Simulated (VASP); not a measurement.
**I: single point with PBE+D3(BJ)**

Crystal: I.

```
I
1.0
     0.00000    2.36560    3.90984
     2.19225    0.00000    3.90984
     2.19225    2.36560    0.00000
I
1
Direct
  0.00000 0.00000 0.00000
```

| Quantity | Value |
| --- | --- |
| Program | VASP 6.6.1 |
| Task | single point |
| Functional | PBE |
| Dispersion | D3(BJ) |
| Potentials or basis | VASP PAW PBE potentials, release 64 (I) |
| Cutoff | 500 eV |
| k mesh | 4 × 4 × 4 |
| Occupations | tetrahedron |
| Spin | no spin polarisation |

* Pressure: -1.4 GPa
* Dispersion energy per atom: -0.317 eV

Stress tensor (GPa, compression positive):
```
-1.54  0.00  0.00
 0.00 -1.30  0.00
 0.00  0.00 -1.23
```

Levels at points of the mesh, in eV from the Fermi level:
```csv
k point,band 1,band 2,band 3,band 4,band 5,band 6,band 7,band 8,band 9
"(0.00, 0.00, 0.00)",-13.66,-1.78,1.04,1.28,4.70,7.73,8.43,12.29,12.60
"(0.50, 0.00, 0.00)",-12.21,-4.96,-1.57,1.95,4.96,9.32,10.84,12.08,12.53
"(0.50, 0.50, 0.00)",-13.41,-3.91,0.81,1.07,7.20,7.50,10.86,14.78,15.29
"(0.50, 0.00, 0.50)",-10.91,-4.16,-3.22,-0.34,4.22,6.77,9.75,10.70,11.27
"(0.00, 0.50, 0.50)",-10.87,-3.84,-3.52,-0.63,4.16,5.91,10.51,10.91,12.27
```

It took 16 s on 1 thread of Intel Xeon 8259CL, with other jobs on the host, peak memory 0.18 GiB.

Caveat: the k points lie up to 0.53 Å⁻¹ apart; spin-orbit coupling is left out, which moves the levels of the heavy elements; an odd number of electrons without spin polarisation forces a metal; a magnetic or distorted state may lie lower; pairwise dispersion overbinds metals, which lowers pressure and volume; tetrahedron occupations give inexact forces and stress in metals.
